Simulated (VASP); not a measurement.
# Al (a cell with a defect) in VASP: notebook

Runs on Al (a cell with a defect). Level: PBEsol. Tasks: single point.

Program: VASP 6.6.1. These are calculated values, not measurements. Logs are shortened: lines on timing, memory, paths and dates and some standing lists are left out, and cuts for length are marked.

## Step 1: The cell of the first run

The cell holds a defect, 31 atoms: a = 8.100 Å, b = 8.100 Å, c = 8.100 Å, α = 90.00°, β = 90.00°, γ = 90.00°.

## Step 2: Single point, PBEsol

The input, INCAR:

```
ALGO     = Normal         # electronic algorithm
EDIFF    = 1E-6           # SCF threshold, eV
ENCUT    = 520            # plane-wave cutoff, eV
GGA      = PS             # functional
ISIF     = 2              # what is computed and relaxed
ISMEAR   = 0              # smearing method
LASPH    = T              # aspherical terms in the spheres
LCHARG   = T              # write CHGCAR
LELF     = T              # ELF
LREAL    = Auto         
LVHAR    = T            
LWAVE    = F              # write WAVECAR
NBANDS   = 68             # bands
NELM     = 80             # most SCF steps
PREC     = Accurate       # precision mode
SIGMA    = 0.1            # smearing width, eV
```

The input, KPOINTS:

```
k-points
0
Gamma
  2 2 2
```

The input, POSCAR:

```
Al
1.0
    8.1000000000      0.0000000000      0.0000000000
    0.0000000000      8.1000000000      0.0000000000
    0.0000000000      0.0000000000      8.1000000000
Al
31
Direct
    0.4985395062      0.0022318519     -0.0028598765
    0.7498432099      0.0046828395      0.2451322222
    0.0011470370      0.0022081481     -0.0028685185
    0.2498430864      0.2485646914     -0.0016402469
    0.4800381481      0.5079000000     -0.0058898765
    0.7498404938      0.7486323457      0.0010358025
    0.2498445679     -0.0056098765      0.2514423457
    0.4800207407      0.2443154321      0.2576946914
    0.7498492593      0.3311840741      0.0810022222
    0.4942193827     -0.0017546914      0.5008995062
    0.7498434568      0.2512662963      0.4983953086
    0.7498454321      0.0001649383      0.7499465432
    0.0196232099      0.5078669136     -0.0059103704
    0.2498382716      0.7574538272     -0.0028419753
    0.0196388889      0.2442953086      0.2576748148
    0.2498339506      0.5026055556      0.2523981481
    0.4970769136      0.7493809877      0.2522858025
    0.0054734568     -0.0017685185      0.5008860494
    0.2498425926      0.2473458025      0.5072586420
    0.4970679012      0.5024882716      0.4991732099
    0.7498408642      0.7487560494      0.4985714815
    0.2498509877     -0.0011324691      0.7486781481
    0.4985440741      0.2473382716      0.7520192593
    0.7498488889      0.4953079012      0.7544893827
    0.0025982716      0.7493587654      0.2522716049
    0.0026193827      0.5024645679      0.4991700000
    0.2498502469      0.7498580247      0.4996585185
    0.0011492593      0.2473177778      0.7519988889
    0.2498513580      0.5016393827      0.7441913580
    0.4942154321      0.7510976543      0.7480422222
    0.0054771605      0.7510809877      0.7480345679
```

Potentials or basis: VASP PAW PBE potentials, release 64 (Al).

Launch:

```
$ cat potpaw_PBE.64/Al/POTCAR > POTCAR
$ mpirun -np 1 vasp_std > vasp.out
```

OUTCAR:

```text
EDIFF = 1E-6
   ENCUT = 520
   GGA = PS
   ISIF = 2
   ISMEAR = 0
   LASPH = T
   LREAL = Auto
   NELM = 80
   PREC = Accurate

 ion  position               nearest neighbor table
   1  0.499  0.002  0.997-  23 2.81  14 2.83   4 2.84  22 2.85  12 2.86   2 2.86  30 2.87   7 2.88
                             8 2.88   6 2.89  17 2.91
   2  0.750  0.005  0.245-   1 2.86   3 2.86  11 2.86   6 2.87  17 2.91  25 2.91  21 2.92  15 2.92
                             8 2.92  18 2.93  10 2.93   9 2.96
   3  0.001  0.002  0.997-  28 2.81  14 2.83   4 2.84  22 2.85  12 2.86   2 2.86  31 2.87   7 2.88
                            15 2.88   6 2.89  25 2.91
   4  0.250  0.249  0.998-   8 2.81  15 2.81  13 2.81   5 2.81   1 2.84  23 2.84   3 2.84  28 2.84
                            22 2.86  29 2.91   7 2.91  16 2.91
   5  0.480  0.508  0.994-   9 2.71  14 2.75  29 2.75  16 2.80  30 2.80   4 2.81  17 2.87  23 2.88
                            24 2.92   6 2.93   8 3.02
   6  0.750  0.749  0.001-  24 2.86   2 2.87  12 2.88  25 2.89  17 2.89   3 2.89   1 2.89  30 2.91
                            31 2.91   5 2.93  13 2.93
   7  0.250  0.994  0.251-   8 2.75  15 2.75  14 2.82  17 2.82  25 2.82  27 2.82  18 2.83  10 2.83
                             1 2.88   3 2.88   4 2.91  19 2.91
   8  0.480  0.244  0.258-   9 2.71  19 2.75   7 2.75  16 2.80  10 2.80   4 2.81  20 2.87   1 2.88
                             2 2.92  11 2.93   5 3.02
   9  0.750  0.331  0.081-  13 2.71  15 2.71   8 2.71   5 2.71   2 2.96  24 2.96
  10  0.494  0.998  0.501-   8 2.80  22 2.82  27 2.82  19 2.83   7 2.83  30 2.83  17 2.85  23 2.87
                            12 2.89  21 2.89  11 2.91   2 2.93
  11  0.750  0.251  0.498-   2 2.86  24 2.87  12 2.88  26 2.89  20 2.89  28 2.89  23 2.89  10 2.91
                            18 2.91  15 2.93   8 2.93
  12  0.750  0.000  0.750-  28 2.86  23 2.86   3 2.86   1 2.86   6 2.88  11 2.88  21 2.88  10 2.89
                            18 2.89  30 2.89  31 2.89
  13  0.020  0.508  0.994-   9 2.71  14 2.75  29 2.75  16 2.80  31 2.80   4 2.81  25 2.87  28 2.88
                            24 2.92   6 2.93  15 3.02
  14  0.250  0.757  0.997-   5 2.75  13 2.75  22 2.81   7 2.82   3 2.83   1 2.83  31 2.83  30 2.83
                            25 2.88  17 2.88  29 2.91  16 2.92
  15  0.020  0.244  0.258-   9 2.71  19 2.75   7 2.75  16 2.80  18 2.80   4 2.81  26 2.87   3 2.88
                             2 2.92  11 2.93  13 3.02
  16  0.250  0.503  0.252-   8 2.80   5 2.80  15 2.80  13 2.80  26 2.83  25 2.83  20 2.83  17 2.83
                            27 2.83   4 2.91  14 2.92  19 2.92
  17  0.497  0.749  0.252-   7 2.82  20 2.83  16 2.83  27 2.83  10 2.85  21 2.86   5 2.87  14 2.88
                             6 2.89   1 2.91   2 2.91
  18  0.005  0.998  0.501-  15 2.80  22 2.82  27 2.82  19 2.83   7 2.83  31 2.83  25 2.85  28 2.87
[... 13 lines left out ...]
  25  0.003  0.749  0.252-   7 2.82  26 2.83  16 2.83  27 2.83  18 2.85  21 2.86  13 2.87  14 2.88
                             6 2.89   3 2.91   2 2.91
  26  0.003  0.502  0.499-  29 2.82  25 2.83  16 2.83  27 2.83  31 2.85  21 2.86  15 2.87  19 2.88
                            11 2.89  28 2.91  24 2.91
  27  0.250  0.750  0.500-   7 2.82  29 2.82  30 2.82  31 2.82  18 2.82  10 2.82  16 2.83  20 2.83
                            17 2.83  26 2.83  25 2.83  22 2.85
[... 205 lines left out ...]
     AMIX_MAG =   1.60;   BMIX_MAG =  1.00
  volume/ion in A,a.u.               =      17.14       115.69
  Fermi-wavevector in a.u.,A,eV,Ry     =   0.915695  1.730412 11.408446  0.838497
  Thomas-Fermi vector in A             =   2.040466
   LORBIT       =      0    0 simple, 1 ext, 2 COOP (PROOUT), +10 PAW based schemes
   GGA     = PS    functional components
   LHFCALC =     F    Hartree Fock is set to
   AEXX    =    0.0000 exact exchange contribution
   IVDW    =     0    specifies the selected vdW correction
   LEPSILON=     F    determine dielectric tensor
   LRPA    =     F    only Hartree local field effects (RPA)
 non-spin polarized calculation
 Gauss-broadening in eV      SIGMA  =   0.10
  energy-cutoff  :      520.00
  volume of cell :      531.44
 maximum number of plane-waves:     14400
   NGX = 31   NGY = 31   NGZ = 31

 number of electron      93.0000000 magnetization

 Free energy of the ion-electron system (eV)
  ---------------------------------------------------
  ext. energy  EPLUGINS =         0.00000000
  ---------------------------------------------------
  free energy    TOTEN  =      -124.86814296 eV

  energy without entropy =     -124.76948994  energy(sigma->0) =     -124.81881645

 E-fermi :   7.2358     XC(G=0): -10.0898

 val. band max:        7.2343137795   @ k =   0.5000   0.5000   0.5000
 cond. band min:       7.2416028906   @ k =   0.0000   0.5000   0.0000
 fundamental gap:      0.0072891111
 Fermi energy:         7.2358307489

 k-point     1 :       0.0000    0.0000    0.0000
  band No.  band energies     occupation
      1      -3.4296      2.00000
      2      -1.3295      2.00000
      3      -1.2841      2.00000
      4      -1.2279      2.00000
      5      -1.2153      2.00000
      6      -1.0935      2.00000
[... 477 lines left out ...]
     57      10.8603      0.00000
     58      10.8795      0.00000
 [bands above 58 left out]

------------------------ aborting loop because EDIFF is reached ----------------------------------------

  FORCE on cell =-STRESS in cart. coord.  units (eV):
  Direction    XX          YY          ZZ          XY          YZ          ZX
  --------------------------------------------------------------------------------------
  -------------------------------------------------------------------------------------
  Total       -5.5175326     -5.2421718     -5.2329544      0.0023839     -0.8317143      0.0034375
  in kB      -16.6341431    -15.8039911    -15.7762027      0.0071871     -2.5074350      0.0103632
  external PRESSURE =     -16.0714456 kB  Pullay stress =       0.0000000 kB

 VOLUME and BASIS-vectors are now :
 -----------------------------------------------------------------------------
  energy-cutoff  :      520.00
  volume of cell :      531.44
      direct lattice vectors                 reciprocal lattice vectors
     8.100000000  0.000000000  0.000000000     0.123456790  0.000000000  0.000000000
     0.000000000  8.100000000  0.000000000     0.000000000  0.123456790  0.000000000
     0.000000000  0.000000000  8.100000000     0.000000000  0.000000000  0.123456790

 POSITION                                       TOTAL-FORCE (eV/Angst)
 -----------------------------------------------------------------------------------
      4.03817      0.01808      8.07684         0.011328      0.015661      0.011158
      6.07373      0.03793      1.98557        -0.000723      0.015312      0.003502
      0.00929      0.01789      8.07677        -0.011025      0.017307      0.010979
      2.02373      2.01337      8.08671        -0.001187     -0.000033      0.000535
      3.88831      4.11399      8.05229         0.028218      0.005414      0.027519
      6.07371      6.06392      0.00839        -0.001171      0.015546     -0.003038
[... 23 lines left out ...]
      4.00315      6.08389      6.05914        -0.000219      0.005560      0.002852
      0.04437      6.08376      6.05908         0.001306      0.006032      0.001852
 -----------------------------------------------------------------------------------
    total drift:                               -0.008501     -0.018623     -0.015707

  FREE ENERGIE OF THE ION-ELECTRON SYSTEM (eV)
  ---------------------------------------------------
  free  energy   TOTEN  =      -124.8681429564 eV

  energy  without entropy=     -124.7694899396  energy(sigma->0) =     -124.81881645
```

OSZICAR:

```text
N       E                     dE             d eps       ncg     rms          rms(c)
DAV:   1     0.114725537294E+03    0.11473E+03   -0.32039E+04  1088   0.109E+03
DAV:   2    -0.113341964368E+03   -0.22807E+03   -0.21358E+03  1292   0.142E+02
DAV:   3    -0.126253810753E+03   -0.12912E+02   -0.12333E+02  1340   0.275E+01
DAV:   4    -0.126539370904E+03   -0.28556E+00   -0.28302E+00  1312   0.452E+00
DAV:   5    -0.126544932327E+03   -0.55614E-02   -0.55526E-02  1304   0.718E-01    0.795E+00
DAV:   6    -0.125233574301E+03    0.13114E+01   -0.27632E+00  1256   0.426E+00    0.461E+00
DAV:   7    -0.124991539516E+03    0.24203E+00   -0.38188E-01  1256   0.179E+00    0.235E+00
DAV:   8    -0.124874391833E+03    0.11715E+00   -0.10507E-01  1300   0.846E-01    0.535E-01
DAV:   9    -0.124869383386E+03    0.50084E-02   -0.59729E-03  1240   0.218E-01    0.408E-01
DAV:  10    -0.124868309489E+03    0.10739E-02   -0.11918E-03  1312   0.882E-02    0.137E-01
DAV:  11    -0.124868160747E+03    0.14874E-03   -0.22886E-04  1280   0.422E-02    0.319E-02
DAV:  12    -0.124868145894E+03    0.14852E-04   -0.43625E-05  1288   0.181E-02    0.229E-02
DAV:  13    -0.124868144445E+03    0.14491E-05   -0.91541E-06  1328   0.753E-03    0.506E-03
DAV:  14    -0.124868143409E+03    0.10369E-05   -0.75696E-07   744   0.265E-03    0.245E-03
DAV:  15    -0.124868142956E+03    0.45210E-06   -0.13500E-07   736   0.124E-03
   1 F= -.12486814E+03 E0= -.12481882E+03  d E =-.986530E-01
```

It took 4.6 min on 1 thread of Intel Xeon Platinum 8259CL at 2.50GHz (Skylake/Cascade Lake), shared host; peak memory 0.54 GiB.

Results:

| Property | Result |
| --- | --- |
| Free energy | -124.8681 eV |
| Pressure | -1.6 GPa |
| Largest force | 0.404 eV/Å |

Forces in eV/Å, atoms in the order of the input:
```
Al   0.011  0.016  0.011
Al  -0.001  0.015  0.004
Al  -0.011  0.017  0.011
Al  -0.001  0.000  0.001
Al   0.028  0.005  0.028
Al  -0.001  0.016 -0.003
Al   0.000  0.008  0.004
Al   0.029  0.028  0.006
Al  -0.002 -0.286 -0.285
Al  -0.001  0.002  0.006
Al  -0.001 -0.003  0.017
Al   0.002 -0.002  0.000
Al  -0.028  0.007  0.027
Al  -0.001  0.020  0.010
Al  -0.027  0.026  0.007
Al   0.000  0.024  0.024
Al   0.000  0.015  0.005
Al   0.001  0.002  0.006
Al  -0.001  0.011  0.020
Al   0.000  0.005  0.016
Al   0.000  0.005  0.004
Al  -0.001  0.001  0.000
Al   0.010  0.012  0.016
Al  -0.001  0.005  0.015
Al   0.001  0.015  0.005
Al   0.000  0.006  0.015
Al  -0.001  0.005  0.004
Al  -0.010  0.012  0.016
Al   0.000  0.003  0.008
Al   0.000  0.006  0.003
Al   0.001  0.006  0.002
```

Caveat: the k points lie up to 0.39 Å⁻¹ apart; the PAW data sets were made with another functional, which shifts forces and pressure a little.

## Step 3: Single point, PBEsol

INCAR: that of step 2 with these lines changed.

```diff
@@ -6,8 +6,8 @@
 ISMEAR   = 0              # smearing method
-LASPH    = T              # aspherical terms in the spheres
-LCHARG   = T              # write CHGCAR
-LELF     = T              # ELF
+LASPH    = True           # aspherical terms in the spheres
+LCHARG   = True           # write CHGCAR
+LELF     = True           # ELF
 LREAL    = Auto         
-LVHAR    = T            
-LWAVE    = F              # write WAVECAR
+LVHAR    = True         
+LWAVE    = False          # write WAVECAR
 NBANDS   = 68             # bands
```

KPOINTS is that of step 2.

The input, POSCAR:

```
Al
1.0
    8.1000000000      0.0000000000      0.0000000000
    0.0000000000      8.1000000000      0.0000000000
    0.0000000000      0.0000000000      8.1000000000
Al
31
Direct
    0.4994292593      0.0025148148     -0.0020406173
    0.7499213580      0.0022776543      0.2472016049
    0.0004135802      0.0024996296     -0.0020504938
    0.2499179012      0.2475707407     -0.0025339506
    0.4872823457      0.5052575309     -0.0026993827
    0.7499198765      0.7500392593     -0.0013933333
    0.2499238272     -0.0035586420      0.2505124691
    0.4872704938      0.2474053086      0.2551518519
    0.7499072840      0.2883080247      0.0382230864
    0.4955467901     -0.0015539506      0.5014572840
    0.7499229630      0.2487272840      0.4999144444
    0.7499250617      0.0025566667      0.7524434568
    0.0125474074      0.5052317284     -0.0027175309
    0.2499206173      0.7560027160     -0.0028307407
    0.0125577778      0.2473854321      0.2551364198
    0.2499144444      0.5014124691      0.2513032099
    0.4974480247      0.7498285185      0.2507608642
    0.0043056790     -0.0015723457      0.5014476543
    0.2499250617      0.2472600000      0.5059081481
    0.4974422222      0.5008640741      0.4997198765
    0.7499248148      0.7483722222      0.4982837037
    0.2499254321     -0.0010835802      0.7488259259
    0.4994324691      0.2480582716      0.7524055556
    0.7499260494      0.4972840741      0.7521779012
    0.0023835802      0.7498065432      0.2507543210
    0.0024000000      0.5008486420      0.4997134568
    0.2499259259      0.7497822222      0.4996822222
    0.0004166667      0.2480380247      0.7523937037
    0.2499288889      0.5006091358      0.7463443210
    0.4955429630      0.7515550617      0.7483437037
    0.0043087654      0.7515429630      0.7483306173
```

Potentials or basis: VASP PAW PBE potentials, release 64 (Al).

Launch:

```
$ cat potpaw_PBE.64/Al/POTCAR > POTCAR
$ mpirun -np 1 vasp_std > vasp.out
```

Wall time 5.2 min (1 thread of Intel Xeon Platinum 8259CL at 2.50GHz (Skylake/Cascade Lake), shared host); peak memory 0.54 GiB.

The run converged. Its results:

```
Free energy   : -125.1133 eV
Pressure      : -1.8 GPa
Largest force : 0.444 eV/Å
```

Forces in eV/Å, atoms in the order of the input:
```
Al   0.007  0.019  0.013
Al   0.000  0.000  0.026
Al  -0.007  0.019  0.013
Al   0.000 -0.007 -0.006
Al   0.061 -0.017  0.041
Al   0.001  0.013 -0.016
Al  -0.001  0.014  0.002
Al   0.062  0.041 -0.017
Al   0.001 -0.314 -0.313
Al   0.009  0.011  0.016
Al   0.000 -0.015  0.014
Al   0.000  0.027  0.028
Al  -0.061 -0.017  0.042
Al  -0.001  0.008  0.014
Al  -0.061  0.041 -0.017
Al   0.000  0.015  0.014
Al   0.001  0.014 -0.001
Al  -0.009  0.011  0.017
Al   0.000  0.016  0.009
Al   0.001 -0.002  0.014
Al   0.000  0.005  0.005
Al   0.000  0.011  0.011
Al   0.007  0.014  0.019
Al   0.000  0.026  0.000
Al  -0.001  0.015 -0.001
Al  -0.001 -0.001  0.014
Al   0.000  0.007  0.007
Al  -0.007  0.014  0.019
Al   0.000  0.001  0.015
Al   0.010  0.016  0.010
Al  -0.009  0.017  0.010
```

Stress tensor (GPa, compression positive):
```
-2.03  0.00  0.00
 0.00 -1.66  0.02
 0.00  0.02 -1.66
```

Levels at points of the mesh, in eV from the Fermi level:
```
           k point  band 42  band 43  band 44  band 45  band 46  band 47  band 48  band 49  band 50  band 51
(0.00, 0.00, 0.00)    -0.34    -0.10    -0.07    -0.06     0.52     0.64     0.65     0.70     0.70     0.75
(0.50, 0.00, 0.00)    -0.55    -0.47    -0.14    -0.07    -0.05    -0.02    -0.01     0.15     0.45     0.61
(0.00, 0.50, 0.00)    -0.59    -0.52    -0.14    -0.02     0.01     0.05     0.11     0.12     0.29     0.55
(0.00, 0.00, 0.50)    -0.59    -0.52    -0.14    -0.02     0.01     0.05     0.11     0.12     0.29     0.55
(0.50, 0.50, 0.00)    -0.83    -0.72    -0.69    -0.11    -0.09     0.01     0.64     1.21     1.23     1.26
(0.00, 0.50, 0.50)    -0.86    -0.81    -0.80    -0.07    -0.06     0.00     0.64     1.19     1.25     1.26
(0.50, 0.00, 0.50)    -0.83    -0.72    -0.69    -0.11    -0.09     0.01     0.64     1.21     1.23     1.26
(0.50, 0.50, 0.50)    -0.40    -0.39    -0.39    -0.36    -0.34    -0.29    -0.27    -0.15    -0.13    -0.04
```

Caveat: the k points lie up to 0.39 Å⁻¹ apart; the PAW data sets were made with another functional, which shifts forces and pressure a little.
